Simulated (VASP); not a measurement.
# Be18S in VASP: a series of runs

The runs below take Be18S through single point, with PBE.

Program: VASP 6.6.1. These are calculated values, not measurements. Logs are shortened: lines on timing, memory, paths and dates and some standing lists are left out, and cuts for length are marked.

## 1. The cell of the first run

The cell holds a slab with vacuum, 19 atoms: a = 4.580 Å, b = 6.870 Å, c = 15.588 Å, α = 90.00°, β = 90.00°, γ = 60.00°.

## 2. Single point, PBE

File INCAR:

```
SYSTEM = Be18S
PREC = Accurate
ENCUT = 520
EDIFF = 1E-7
ISMEAR = -1
SIGMA = 0.15
LREAL = Auto
LASPH = .True.
NELM = 100
ALGO = Normal
ISIF = 2
LWAVE = .False.
LCHARG = .False.
GGA = PE
NBANDS = 36
```

File KPOINTS:

```
regular mesh
0
Gamma
  5 4 1
  0 0 0
```

File POSCAR:

```
Be18S
1.0
    4.5800000000      0.0000000000      0.0000000000
    3.4350000000      5.9495950000      0.0000000000
    0.0000000000      0.0000000000     15.5884300000
Be S
18 1
Direct
    0.0000000000      0.0000000000      0.0641500780
    0.5000000000      0.0000000000      0.0641500780
    0.0000000420      0.3333332773      0.0641500780
    0.5000000420      0.3333332773      0.0641500780
   -0.0000000420      0.6666667227      0.0641500780
    0.4999999580      0.6666667227      0.0641500780
   -0.1715516757      0.2181239227      0.1823750051
    0.3337493063      0.2213333849      0.1814477147
   -0.1708409271      0.5572545694      0.1768541797
    0.3368891010      0.5459833821      0.1818841282
   -0.1695283895      0.8860480419      0.1829578091
    0.3227054199      0.8921467764      0.1856919523
   -0.0053191856     -0.0064832984      0.3042013853
    0.4920176037     -0.0095384644      0.3016301193
   -0.0132045078      0.3416086305      0.2908379484
    0.4962848581      0.3342731732      0.3066271587
    0.0007343788      0.6549704644      0.2947006851
    0.5013900895      0.6585870131      0.2961957041
    0.6498079906      0.0962161290      0.4033874483
```

Potentials or basis: VASP PAW PBE potentials, release 64 (Be, S).

Run with:

```bash
$ cat potpaw_PBE.64/Be/POTCAR potpaw_PBE.64/S/POTCAR > POTCAR
$ mpirun -np 1 vasp_std > vasp.out
```

OUTCAR:

```text
SYSTEM = Be18S
   PREC = Accurate
   ENCUT = 520
   EDIFF = 1E-7
   ISMEAR = -1
   LREAL = Auto
   LASPH = .True.
   NELM = 100
   ISIF = 2
   GGA = PE

 ion  position               nearest neighbor table
   1  0.000  0.000  0.064-   7 2.25  12 2.29   3 2.29   5 2.29   4 2.29   6 2.29   2 2.29   2 2.29
                            11 2.29
   2  0.500  0.000  0.064-   8 2.25  11 2.27   4 2.29   6 2.29   5 2.29   3 2.29   1 2.29   1 2.29
                            12 2.32
   3  0.000  0.333  0.064-   9 2.20   8 2.26   1 2.29   2 2.29   4 2.29   4 2.29   6 2.29   5 2.29
                             7 2.29
   4  0.500  0.333  0.064-  10 2.23   7 2.26   8 2.26   2 2.29   1 2.29   3 2.29   3 2.29   5 2.29
                             6 2.29
   5  1.000  0.667  0.064-   9 2.20  11 2.27  10 2.27   1 2.29   2 2.29   6 2.29   6 2.29   4 2.29
                             3 2.29
   6  0.500  0.667  0.064-   9 2.19  10 2.29   2 2.29   1 2.29   5 2.29   5 2.29   3 2.29   4 2.29
                            12 2.32
   7  0.828  0.218  0.182-  15 2.17  10 2.25  12 2.25   1 2.25   8 2.25   4 2.26  11 2.28   3 2.29
                            13 2.32   8 2.33   9 2.33  16 2.34
   8  0.334  0.221  0.181-  15 2.19  10 2.24   2 2.25   7 2.25   3 2.26   4 2.26  12 2.29  11 2.29
                             9 2.31  14 2.32   7 2.33  16 2.35
   9  0.829  0.557  0.177-   6 2.19  15 2.19   5 2.20   3 2.20  17 2.23  11 2.26  18 2.27  10 2.29
[... 4 lines left out ...]
                             8 2.29   1 2.29  12 2.31  10 2.33
  12  0.323  0.892  0.186-  14 2.20  18 2.21   7 2.25  13 2.26  11 2.28   1 2.29   8 2.29  11 2.31
                             9 2.31   6 2.32   2 2.32  10 2.35
  13  0.995  0.994  0.304-  19 2.07  12 2.26  14 2.27  11 2.29  16 2.31  14 2.31  18 2.31  17 2.32
                             7 2.32  15 2.38
  14  0.492  0.990  0.302-  19 2.02  12 2.20  18 2.26  13 2.27  11 2.29  13 2.31  17 2.32   8 2.32
                            15 2.37  16 2.37
  15  0.987  0.342  0.291-   7 2.17  17 2.19   8 2.19   9 2.19  18 2.20  16 2.29  16 2.32  14 2.37
                            13 2.38
  16  0.496  0.334  0.307-  19 2.07  17 2.24  18 2.25  15 2.29  13 2.31  10 2.32  15 2.32   7 2.34
                             8 2.35  14 2.37
  17  0.001  0.655  0.295-  15 2.19  10 2.21  11 2.22   9 2.23  16 2.24  18 2.27  18 2.31  13 2.32
                            14 2.32
  18  0.501  0.659  0.296-  15 2.20  12 2.21  10 2.22  16 2.25  14 2.26   9 2.27  17 2.27  17 2.31
                            13 2.31
  19  0.650  0.096  0.403-  14 2.02  13 2.07  16 2.07

  LATTYP: Found a simple monoclinic cell.
 ALAT       =     4.5800000000
 B/A-ratio  =     3.4035873362
 C/A-ratio  =     1.3228757576
 COS(beta)  =    -0.1889822219

  Lattice vectors:

 A1 = (   4.5800000000,   0.0000000000,   0.0000000000)
 A2 = (   0.0000000000,   0.0000000000, -15.5884300000)
[... 157 lines left out ...]
   TEBEG  =    0.0;   TEEND  =   0.0 temperature during run
   PSTRESS=    0.0 pullay stress
   NELECT =      42.0000    total number of electrons
   NUPDOWN=      -1.0000    fix difference up-down
   EMIN   =  10.00;   EMAX   =-10.00  energy-range for DOS
   EFERMI =   0.00;   METHOD = LEGACY
   ISMEAR =    -1;   SIGMA  =   0.15  broadening in eV -4-tet -1-fermi 0-gaus
   EFERMI_NEDOS =   21; number of points for ismear=-14 and -15
   IALGO  =     38    algorithm
   IMIX   =      4    mixing-type and parameters
     AMIX     =   0.40;   BMIX     =  1.00
     AMIX_MAG =   1.60;   BMIX_MAG =  1.00
  volume/ion in A,a.u.               =      22.36       150.87
  Fermi-wavevector in a.u.,A,eV,Ry     =   0.757018  1.430556  7.797175  0.573076
  Thomas-Fermi vector in A             =   1.855269
   LORBIT       =      0    0 simple, 1 ext, 2 COOP (PROOUT), +10 PAW based schemes
   GGA     = PE    functional components
   LHFCALC =     F    Hartree Fock is set to
   AEXX    =    0.0000 exact exchange contribution
   IVDW    =     0    specifies the selected vdW correction
   LEPSILON=     F    determine dielectric tensor
   LRPA    =     F    only Hartree local field effects (RPA)
 non-spin polarized calculation
  energy-cutoff  :      520.00
  volume of cell :      424.77
 maximum number of plane-waves:     11487
 NGX is ok and might be reduce to    36
   NGX = 17   NGY = 25   NGZ = 57

 number of electron      42.0000000 magnetization

 Free energy of the ion-electron system (eV)
  ---------------------------------------------------
  ext. energy  EPLUGINS =         0.00000000
  ---------------------------------------------------
  free energy    TOTEN  =       -67.58028083 eV

  energy without entropy =      -67.17591689  energy(sigma->0) =      -67.37809886

 E-fermi :  -0.7302     XC(G=0):  -5.2984

 val. band max:       -0.7370624816   @ k =   0.2000   0.0000   0.0000
 cond. band min:      -0.7045905561   @ k =   0.0000   0.5000   0.0000
 fundamental gap:      0.0324719255
 Fermi energy:        -0.7302194892

 k-point     1 :       0.0000    0.0000    0.0000
  band No.  band energies     occupation
      1     -13.9100      2.00000
      2     -10.3633      2.00000
      3      -8.1220      2.00000
      4      -7.3379      2.00000
      5      -7.2809      2.00000
      6      -5.5260      2.00000
[... 385 lines left out ...]
     32       4.2235      0.00000
     33       4.3830      0.00000
 [bands above 33 left out]

------------------------ aborting loop because EDIFF is reached ----------------------------------------

  FORCE on cell =-STRESS in cart. coord.  units (eV):
  Direction    XX          YY          ZZ          XY          YZ          ZX
  --------------------------------------------------------------------------------------
  -------------------------------------------------------------------------------------
  Total      -10.7321880     -9.7555442      0.0340905      0.4006582      0.5939861      1.0351427
  in kB      -40.4802881    -36.7965266      0.1285844      1.5112257      2.2404312      3.9044113
  external PRESSURE =     -25.7160768 kB  Pullay stress =       0.0000000 kB

 VOLUME and BASIS-vectors are now :
 -----------------------------------------------------------------------------
  energy-cutoff  :      520.00
  volume of cell :      424.77
      direct lattice vectors                 reciprocal lattice vectors
     4.580000000  0.000000000  0.000000000     0.218340611 -0.126059001  0.000000000
     3.435000000  5.949595000  0.000000000     0.000000000  0.168078668  0.000000000
     0.000000000  0.000000000 15.588430000     0.000000000  0.000000000  0.064150142

 POSITION                                       TOTAL-FORCE (eV/Angst)
 -----------------------------------------------------------------------------------
      0.00000      0.00000      1.00000         0.062184     -0.055916     -0.033587
      2.29000      0.00000      1.00000        -0.141143     -0.086329      0.057344
      1.14500      1.98320      1.00000        -0.071267     -0.247079      0.038195
      3.43500      1.98320      1.00000        -0.015398     -0.035276      0.081515
      6.87000      3.96640      1.00000         0.115274      0.092973      0.044276
      4.58000      3.96640      1.00000        -0.182513      0.188441     -0.185199
[... 11 lines left out ...]
      4.55861      3.91833      4.61723         0.010140      0.017063      0.005761
      3.30662      0.57245      6.28818         0.142108      0.045057      0.000054
 -----------------------------------------------------------------------------------
    total drift:                                0.000271      0.000281      0.001620

  FREE ENERGIE OF THE ION-ELECTRON SYSTEM (eV)
  ---------------------------------------------------
  free  energy   TOTEN  =       -67.5802808258 eV

  energy  without entropy=      -67.1759168866  energy(sigma->0) =      -67.37809886
```

OSZICAR:

```text
N       E                     dE             d eps       ncg     rms          rms(c)
DAV:   1     0.145549528924E+03    0.14555E+03   -0.14245E+04   792   0.881E+02
DAV:   2    -0.566249213092E+02   -0.20217E+03   -0.19426E+03  1048   0.173E+02
DAV:   3    -0.713521709466E+02   -0.14727E+02   -0.14292E+02  1056   0.427E+01
[... 17 lines left out ...]
DAV:  21    -0.675802794005E+02   -0.42475E-05   -0.32590E-07   984   0.164E-03    0.857E-04
DAV:  22    -0.675802803825E+02   -0.98205E-06   -0.12398E-07   856   0.969E-04    0.382E-04
DAV:  23    -0.675802806531E+02   -0.27054E-06   -0.34126E-08   764   0.506E-04    0.241E-04
DAV:  24    -0.675802807940E+02   -0.14094E-06   -0.20957E-08   720   0.367E-04    0.710E-05
DAV:  25    -0.675802808258E+02   -0.31776E-07   -0.66693E-09   704   0.218E-04
   1 F= -.67580281E+02 E0= -.67378099E+02  d E =-.404364E+00
```

Run time: 3.9 min. Hardware: 1 thread of AMD EPYC 9R45 (Zen 5), shared host; peak memory 0.5 GiB.

What came out:

- Free energy: -67.5803 eV
- Largest force: 0.321 eV/Å
- Band gap on the k mesh: zero (bands 21 and 22 overlap by 0.56 eV)

Forces on the atoms (eV/Å):
```
Be   0.062 -0.056 -0.034
Be  -0.141 -0.086  0.057
Be  -0.071 -0.247  0.038
Be  -0.015 -0.035  0.082
Be   0.115  0.093  0.044
Be  -0.183  0.188 -0.185
Be  -0.001 -0.007 -0.006
Be  -0.001  0.005  0.005
Be  -0.005  0.003  0.015
Be   0.006  0.010 -0.015
Be   0.014  0.008 -0.012
Be   0.016 -0.014 -0.022
Be   0.028  0.006 -0.026
Be   0.035  0.028  0.001
Be  -0.003 -0.003  0.039
Be  -0.013  0.034 -0.012
Be   0.005  0.013  0.025
Be   0.010  0.017  0.006
S    0.142  0.045  0.000
```

Caveat: there is no dipole correction, which matters where the two faces differ.

## 3. Single point, PBE

Changes to INCAR since step 2:

```diff
@@ -3,3 +3,3 @@
 ENCUT = 520
-EDIFF = 1E-7
+EDIFF = 1E-6
 ISMEAR = -1
@@ -8,3 +8,3 @@
 LASPH = .True.
-NELM = 100
+NELM = 60
 ALGO = Normal
```

File KPOINTS:

```
Automatic mesh
0
Gamma
  5 4 1
  0 0 0
```

File POSCAR:

```
Be18S
1.0
    4.5800000000      0.0000000000      0.0000000000
    3.4350000000      5.9495950000      0.0000000000
    0.0000000000      0.0000000000     15.5884300000
Be S
18 1
Direct
    0.0000000000      0.0000000000      0.0641500780
    0.5000000000      0.0000000000      0.0641500780
    0.0000000420      0.3333332773      0.0641500780
    0.5000000420      0.3333332773      0.0641500780
   -0.0000000420      0.6666667227      0.0641500780
    0.4999999580      0.6666667227      0.0641500780
   -0.1711111573      0.2196687338      0.1793100396
    0.3306541452      0.2203312999      0.1834296975
   -0.1702825134      0.5526250106      0.1786611609
    0.3377674604      0.5518701693      0.1821304006
   -0.1667733958      0.8917892731      0.1835685826
    0.3356961204      0.8936962936      0.1822341955
    0.0310540281     -0.0177322994      0.2996640457
    0.5237602344      0.0018809684      0.3056095450
   -0.0214994407      0.3403011465      0.2972766340
    0.4670097553      0.3515904864      0.3006925008
   -0.0059814429      0.6624323168      0.2941771557
    0.5051868683      0.6682061552      0.2958537839
    0.7287220882      0.1490992244      0.3991550143
```

Potentials or basis: VASP PAW PBE potentials, release 64 (Be, S).

Run with:

```bash
$ cat potpaw_PBE.64/Be/POTCAR potpaw_PBE.64/S/POTCAR > POTCAR
$ mpirun -np 1 vasp_std > vasp.out
```

Run time: 3.4 min. Hardware: 1 thread of AMD EPYC 9R45 (Zen 5), shared host; peak memory 0.51 GiB.

Results (log left out):

```
Free energy            : -67.5131 eV
Largest force          : 0.210 eV/Å
Band gap on the k mesh : zero (bands 21 and 22 overlap by 0.49 eV)
```

Forces on the atoms (eV/Å):
```
Be   0.031 -0.111 -0.082
Be   0.000  0.039  0.167
Be   0.058 -0.102  0.077
Be  -0.044  0.050 -0.014
Be   0.127  0.081 -0.075
Be  -0.176  0.044 -0.105
Be  -0.001  0.001  0.002
Be  -0.001 -0.001  0.003
Be   0.001  0.000  0.000
Be   0.000  0.005 -0.002
Be   0.000 -0.001 -0.002
Be   0.001 -0.004  0.003
Be   0.000  0.008  0.003
Be   0.002  0.006  0.007
Be  -0.003 -0.006  0.013
Be   0.002 -0.011  0.000
Be   0.000  0.001  0.007
Be  -0.002  0.001  0.005
S    0.003  0.000 -0.006
```

Levels at points of the mesh, in eV from the Fermi level:
```
           k point  band 17  band 18  band 19  band 20  band 21  band 22  band 23  band 24  band 25  band 26
(0.00, 0.00, 0.00)    -1.87    -1.61    -1.58    -0.53    -0.32     0.28     0.74     2.31     2.54     2.72
(0.00, 0.50, 0.00)    -1.88    -1.83    -1.32    -1.26    -0.47    -0.32     0.04     1.46     2.62     2.90
```

Caveat: there is no dipole correction, which matters where the two faces differ.

The gap in the log of VASP goes by the Fermi energy; the results here count the filled bands.